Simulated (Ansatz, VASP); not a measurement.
## SrO: VASP beside Ansatz

POSCAR

```
SrO
1.0
    0.0000000000      2.5698000000      2.5698000000
    2.5698000000      0.0000000000      2.5698000000
    2.5698000000      2.5698000000      0.0000000000
Sr O
1 1
Direct
    0.0000000000      0.0000000000      0.0000000000
    0.5000000000      0.5000000000      0.5000000000
```

File INCAR.step1:

```
PREC = Accurate ; ENCUT = 580
ISMEAR = -1 ; SIGMA = 0.03
LREAL = F ; LASPH = T
NELM = 120 ; NBANDS = 15
GGA = PE ; ALGO = Normal
EDIFF = 1E-5 ; LWAVE = T
LCHARG = F ; GGA_COMPAT = F
```

The input INCAR.step2:

```
PREC = Accurate ; ENCUT = 580
EDIFF = 1E-8 ; ISMEAR = -1
SIGMA = 0.03 ; LREAL = F
LASPH = T ; NELM = 120
ALGO = Normal ; ISIF = 2
LWAVE = F ; LCHARG = F
METAGGA = R2SCAN ; LMIXTAU = T
LEFG = T ; NBANDS = 15
ISTART = 1 ; GGA_COMPAT = F
```

Contents of KPOINTS:

```
Automatic mesh
0
Gamma
  8 8 8
```

Input for Ansatz:

```yaml
crystal:
  lattice:
    - [0.0, 2.5698, 2.5698]
    - [2.5698, 0.0, 2.5698]
    - [2.5698, 2.5698, 0.0]
  atoms:
    - { symbol: Sr, position: [0.0, 0.0, 0.0] }
    - { symbol: O, position: [0.5, 0.5, 0.5] }
kpoints:
  mp_grid: { grid: [8, 8, 8] }
  band_path:
    path:
      - [0.0, 0.0, 0.0]
      - [0.5, 0.0, 0.5]
      - [0.625, 0.25, 0.625]
      - [0.375, 0.375, 0.75]
      - [0.0, 0.0, 0.0]
      - [0.5, 0.5, 0.5]
      - [0.5, 0.25, 0.75]
      - [0.5, 0.0, 0.5]
    npoints: 5
scf:
  occupations: { method: fermi_dirac, width: 0.03 }
hamiltonian:
  xc: r2scan
  pseudopotentials: { kind: paw }
output:
  forces: true
  stress: true
  eigenvalues: true
  efg: { contact_densities: true }
```

Alike in both runs: task electric field gradients; functional r2SCAN; k mesh 8 × 8 × 8; occupations fermi-dirac, width 0.03 eV; no spin polarisation.

|  | VASP | Ansatz |
| --- | --- | --- |
| version | VASP 6.6.1 | Ansatz 0.2.0 |
| potentials or method | VASP PAW PBE potentials, release 64 (Sr_sv, O) | PAW with Ansatz's default frozen-core files, scalar-relativistic |
| plane-wave cutoff (eV) | 580 | 500 |
| valence electrons in the cell | 16 | 16 |

```tsv
	VASP	Ansatz	Ansatz less VASP
gap on the k mesh at the Fermi level (eV)	3.74	3.79	+0.052
pressure (GPa)	1.6	1.1	-0.50
```

VASP's potentials were made for PBE, not for r2SCAN. The functional is the same, so the differences come from potentials, cutoffs and numerics.
